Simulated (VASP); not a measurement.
# InF7 (Fm-3m) in VASP: further runs

InF7 is run at these levels: PBE; tasks: single point, relaxation of cell and atoms.

All numbers are computed with VASP 6.6.1; they aren't measurements. Logs are shortened: lines on timing, memory, paths and dates and some standing lists are left out, and cuts for length are marked.

### Step 1. The cell of the first run

The structure is cubic, space group Fm-3m (No. 225). The conventional cell has a = 6.881 Å, b = 6.881 Å, c = 6.881 Å, α = 90.00°, β = 90.00°, γ = 90.00°. Within 3.2 Å of In (site symmetry m-3m) lie 12 F at 2.43 Å. Within 3.2 Å of F (site symmetry mmm) lie 2 In at 2.43 Å and 10 F at 2.43 Å. Within 3.2 Å of F (site symmetry m-3m) lie 12 F at 2.43 Å.

The cell was built from a structure type or drawn by symmetry, and may not be a known phase.

### Step 2. Single point, PBE

INCAR reads:

```
  ALGO = Normal
  EDIFF = 1E-6
  ENCUT = 520
  GGA = PE
  ISIF = 2
  ISMEAR = 0
  LASPH = T
  LCHARG = T
  LELF = T
  LREAL = F
  LVHAR = T
  LWAVE = F
  NBANDS = 41
  NELM = 100
  PREC = Accurate
  SIGMA = 0.1
```

KPOINTS reads:

```
k-points
0
Gamma
  10 10 10
```

POSCAR reads:

```
InF7
1.0
    0.0000000000      3.4404381650      3.4404381650
    3.4404381650      0.0000000000      3.4404381650
    3.4404381650      3.4404381650      0.0000000000
In F
1 7
Direct
    0.0000000000      0.0000000000      0.0000000000
    0.0000000000      0.0000000000      0.5000000000
    0.5000000000      0.0000000000      0.5000000000
    0.0000000000      0.5000000000      0.5000000000
    0.5000000000      0.5000000000      0.0000000000
    0.0000000000      0.5000000000      0.0000000000
    0.5000000000      0.0000000000      0.0000000000
    0.5000000000      0.5000000000      0.5000000000
```

Potentials or basis: VASP PAW PBE potentials, release 64 (In_d, F).

Launch:

```
> cat potpaw_PBE.64/In_d/POTCAR potpaw_PBE.64/F/POTCAR > POTCAR
> mpirun -np 1 vasp_std > vasp.out
```

OUTCAR:

```text
EDIFF = 1E-6
   ENCUT = 520
   GGA = PE
   ISIF = 2
   ISMEAR = 0
   LASPH = T
   LREAL = F
   NELM = 100
   PREC = Accurate

 ion  position               nearest neighbor table
   1  0.000  0.000  0.000-   2 2.43   6 2.43   7 2.43   2 2.43   3 2.43   4 2.43   4 2.43   5 2.43
                             6 2.43   3 2.43   5 2.43   7 2.43
   2  0.000  0.000  0.500-   1 2.43   1 2.43
   3  0.500  0.000  0.500-   1 2.43   1 2.43
   4  0.000  0.500  0.500-   1 2.43   1 2.43
   5  0.500  0.500  0.000-   1 2.43   1 2.43
   6  0.000  0.500  0.000-   1 2.43   1 2.43
   7  0.500  0.000  0.000-   1 2.43   1 2.43
   8  0.500  0.500  0.500-

  LATTYP: Found a face centered cubic cell.
 ALAT       =     6.8808763300

  Lattice vectors:

 A1 = (   0.0000000000,   3.4404381650,   3.4404381650)
 A2 = (   3.4404381650,   0.0000000000,   3.4404381650)
 A3 = (   3.4404381650,   3.4404381650,   0.0000000000)

Analysis of symmetry for initial positions (statically):
=====================================================================
 Subroutine PRICEL returns:
 Original cell was already a primitive cell.

 Routine SETGRP: Setting up the symmetry group for a
 face centered cubic supercell.

 Subroutine GETGRP returns: Found 48 space group operations
 (whereof 48 operations were pure point group operations)
 out of a pool of 48 trial point group operations.

The static configuration has the point symmetry O_h .

Analysis of symmetry for dynamics (positions and initial velocities):
=====================================================================
 Subroutine PRICEL returns:
 Original cell was already a primitive cell.

 Routine SETGRP: Setting up the symmetry group for a
 face centered cubic supercell.

 Subroutine GETGRP returns: Found 48 space group operations
 (whereof 48 operations were pure point group operations)
 out of a pool of 48 trial point group operations.

The dynamic configuration has the point symmetry O_h .

 Subroutine INISYM returns: Found 48 space group operations
 (whereof 48 operations are pure point group operations),
 and found     1 'primitive' translations

----------------------------------------------------------------------------------------

                                     Primitive cell

[... 104 lines left out ...]
   EDIFFG = 0.1E-04   stopping-criterion for IOM
   NSW    =      0    number of steps for IOM
   IBRION =     -1    ionic relax: 0-MD 1-quasi-New 2-CG
   NFREE  =      0    steps in history (QN), initial steepest desc. (CG)
   ISIF   =      2    stress and relaxation
   ISYM   =      2    0-nonsym 1-usesym 2-fastsym
   POTIM  = 0.5000    time-step for ionic-motion
   TEBEG  =    0.0;   TEEND  =   0.0 temperature during run
   PSTRESS=    0.0 pullay stress
   NELECT =      62.0000    total number of electrons
   NUPDOWN=      -1.0000    fix difference up-down
   EMIN   =  10.00;   EMAX   =-10.00  energy-range for DOS
   EFERMI =   0.00;   METHOD = LEGACY
   ISMEAR =     0;   SIGMA  =   0.10  broadening in eV -4-tet -1-fermi 0-gaus
   EFERMI_NEDOS =   21; number of points for ismear=-14 and -15
   IALGO  =     38    algorithm
   IMIX   =      4    mixing-type and parameters
     AMIX     =   0.40;   BMIX     =  1.00
     AMIX_MAG =   1.60;   BMIX_MAG =  1.00
  volume/ion in A,a.u.               =      10.18        68.70
  Fermi-wavevector in a.u.,A,eV,Ry     =   1.494795  2.824753 30.401022  2.234412
  Thomas-Fermi vector in A             =   2.607022
   LORBIT       =      0    0 simple, 1 ext, 2 COOP (PROOUT), +10 PAW based schemes
   GGA     = PE    functional components
   LHFCALC =     F    Hartree Fock is set to
   AEXX    =    0.0000 exact exchange contribution
   IVDW    =     0    specifies the selected vdW correction
   LEPSILON=     F    determine dielectric tensor
   LRPA    =     F    only Hartree local field effects (RPA)
 non-spin polarized calculation
 Gauss-broadening in eV      SIGMA  =   0.10
  energy-cutoff  :      520.00
  volume of cell :       81.45
 maximum number of plane-waves:      2210
   NGX = 19   NGY = 19   NGZ = 19

 number of electron      61.9999993 magnetization

 Free energy of the ion-electron system (eV)
  ---------------------------------------------------
  ext. energy  EPLUGINS =         0.00000000
  ---------------------------------------------------
  free energy    TOTEN  =       -19.29103200 eV

  energy without entropy =      -19.21795850  energy(sigma->0) =      -19.25449525

 E-fermi :   0.4105     XC(G=0): -11.0139

 val. band max:        0.4094352695   @ k =  -0.2000   0.1000   0.0000
 cond. band min:       0.4109512265   @ k =  -0.3000   0.5000   0.2000
 fundamental gap:      0.0015159570
 Fermi energy:         0.4104719293

 k-point     1 :       0.0000    0.0000    0.0000
  band No.  band energies     occupation
      1     -21.4468      2.00000
      2     -19.9646      2.00000
      3     -19.9646      2.00000
      4     -19.9646      2.00000
      5     -19.5066      2.00000
      6     -19.4107      2.00000
[... 1045 lines left out ...]
     40      18.4948      0.00000
     41      19.1258      0.00000

 [... further k-points ...]

------------------------ aborting loop because EDIFF is reached ----------------------------------------

  FORCE on cell =-STRESS in cart. coord.  units (eV):
  Direction    XX          YY          ZZ          XY          YZ          ZX
  --------------------------------------------------------------------------------------
  -------------------------------------------------------------------------------------
  Total       -0.1901302     -0.1901302     -0.1901302      0.0000000      0.0000000      0.0000000
  in kB       -3.7401625     -3.7401625     -3.7401625      0.0000000      0.0000000      0.0000000
  external PRESSURE =      -3.7401625 kB  Pullay stress =       0.0000000 kB

 VOLUME and BASIS-vectors are now :
 -----------------------------------------------------------------------------
  energy-cutoff  :      520.00
  volume of cell :       81.45
      direct lattice vectors                 reciprocal lattice vectors
     0.000000000  3.440438165  3.440438165    -0.145330326  0.145330326  0.145330326
     3.440438165  0.000000000  3.440438165     0.145330326 -0.145330326  0.145330326
     3.440438165  3.440438165  0.000000000     0.145330326  0.145330326 -0.145330326

 POSITION                                       TOTAL-FORCE (eV/Angst)
 -----------------------------------------------------------------------------------
      0.00000      0.00000      0.00000        -0.000000     -0.000000     -0.000000
      1.72022      1.72022      0.00000         0.000000     -0.000000     -0.000000
      1.72022      3.44044      1.72022        -0.000000      0.000000     -0.000000
      3.44044      1.72022      1.72022         0.000000      0.000000     -0.000000
      1.72022      1.72022      3.44044        -0.000000      0.000000      0.000000
      1.72022      0.00000      1.72022        -0.000000     -0.000000     -0.000000
      0.00000      1.72022      1.72022        -0.000000     -0.000000     -0.000000
      3.44044      3.44044      3.44044        -0.000000     -0.000000     -0.000000
 -----------------------------------------------------------------------------------
    total drift:                                0.000000      0.000000      0.000000

  FREE ENERGIE OF THE ION-ELECTRON SYSTEM (eV)
  ---------------------------------------------------
  free  energy   TOTEN  =       -19.2910320043 eV

  energy  without entropy=      -19.2179585015  energy(sigma->0) =      -19.25449525
```

Wall time 1.9 min (1 thread of Intel Xeon 6975P-C (Granite Rapids), shared host); peak memory 0.27 GiB.

Results:

| Property | Result |
| --- | --- |
| Free energy | -19.2910 eV |
| Pressure | -0.4 GPa |
| Band gap on the k mesh | zero (bands 31 and 32 overlap by 0.54 eV) |

Caveat: spin-orbit coupling is left out, which moves the levels of the heavy elements.

### Step 3. Relaxation of cell and atoms, PBE

INCAR reads:

```
SYSTEM = InF7
PREC = Accurate
ENCUT = 600
EDIFF = 1E-6
ISMEAR = 0
SIGMA = 0.1
LREAL = .False.
LASPH = .True.
NELM = 100
ALGO = Normal
ISIF = 3
LWAVE = .False.
LCHARG = .False.
GGA = PE
IBRION = 2
NSW = 100
EDIFFG = -0.01
```

KPOINTS reads:

```
Automatic mesh
0
Gamma
  10 10 10
  0 0 0
```

Changes to POSCAR since step 2:

```diff
@@ -2,5 +2,5 @@
 1.0
-    0.0000000000      3.4404381650      3.4404381650
-    3.4404381650      0.0000000000      3.4404381650
-    3.4404381650      3.4404381650      0.0000000000
+    0.0000000000      3.4418707373      3.4418707373
+    3.4418707373      0.0000000000      3.4418707373
+    3.4418707373      3.4418707373      0.0000000000
 In F
```

Potentials or basis: VASP PAW PBE potentials, release 64 (In_d, F).

Launch:

```
> cat potpaw_PBE.64/In_d/POTCAR potpaw_PBE.64/F/POTCAR > POTCAR
> mpirun -np 1 vasp_std > vasp.out
```

Run time: 3.2 min. Hardware: 1 thread of Intel Xeon 6975P-C (Granite Rapids), shared host; peak memory 0.32 GiB.

Results (log left out):

```
Free energy                           : -19.2983 eV
Relaxed volume                        : 10.14 Å³/atom
Relaxed cell                          : a = 4.860 Å, b = 4.860 Å, c = 4.860 Å, α = 60.00°, β = 60.00°, γ = 60.00°
Space group after relaxing (to 0.1 Å) : Fm-3m (No. 225)
Energy gained by relaxing             : 0.1 meV/atom
Ionic steps                           : 2
Pressure after relaxing               : -0.1 GPa
Band gap on the k mesh                : zero (bands 31 and 32 overlap by 0.54 eV)
```

The path:
```csv
step,energy change (eV),largest force (eV/Å),pressure (GPa),volume (Å³)
1,0.0000,0.0000,-0.53,81.55
2,-0.0008,0.0000,-0.08,81.15
```

Final structure:
```
CELL_PARAMETERS angstrom
0.00000 3.43625 3.43625
3.43625 0.00000 3.43625
3.43625 3.43625 0.00000
ATOMIC_POSITIONS crystal
In 0.00000 0.00000 0.00000
F 0.00000 0.00000 0.50000
F 0.50000 0.00000 0.50000
F 0.00000 0.50000 0.50000
F 0.50000 0.50000 0.00000
F 0.00000 0.50000 0.00000
F 0.50000 0.00000 0.00000
F 0.50000 0.50000 0.50000
```

Levels at points of the mesh, in eV from the Fermi level:
```tsv
k point	band 28	band 29	band 30	band 31	band 32	band 33	band 34	band 35
(0.00, 0.00, 0.00)	-0.08	0.10	0.10	0.37	0.37	0.37	1.01	12.65
(0.50, 0.00, 0.00)	-0.48	-0.37	-0.03	-0.03	0.25	0.25	3.96	9.10
(0.50, 0.50, 0.00)	-0.27	-0.27	-0.10	-0.08	-0.08	0.08	4.72	8.95
```

Caveat: spin-orbit coupling is left out, which moves the levels of the heavy elements.
